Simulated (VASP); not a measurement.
Runs of VASP 6.6.1 on MoSe. The structure is that of space group Fm-3m (No. 225), or close to it. The cells are those of the table. 

```tsv
spin	fixed moment (μB)	cell	gap on the mesh (eV)	pressure (GPa)	moment (μB)
off	-	a = 3.901 Å, angles 60.0°, 2 atoms	none	-15.4	-
collinear	-	a = 3.590 Å, angles 60.0°, 2 atoms	none	14.5	0.00
off	-	a = 3.691 Å, angles 60.0°, 2 atoms	none	0.2	-
collinear	-	a = 3.427 Å, angles 60.0°, 2 atoms	none	53.2	0.00
collinear, zero start	0.0	a = 3.691 Å, angles 60.0°, 2 atoms	-	0.3	0.00
collinear	-	a = 3.510 Å, angles 60.0°, 2 atoms	none	(b)	0.00
collinear	-	a = 3.641 Å, angles 60.0°, 2 atoms	none	(a)	0.00
```

Alike in all rows: task single point; level PBE; potentials or basis VASP PAW PBE potentials, release 64 (Mo_sv, Se); k mesh 14 × 14 × 14; cutoff (eV) 520; smearing gaussian 0.1 eV.

Q: Estimate the missing entries.

A: (a) 6.6; (b) 30.5.

Caveats: the cell stands under pressure (at least some runs); the cell stands under tension (at least some runs); the total moment is fixed, so each spin has its own Fermi level (at least some runs).

A k mesh can miss the band edges, and the runs leave out spin-orbit coupling on Mo, Se.

A gap of «none» marks levels without a gap at the run's occupations.
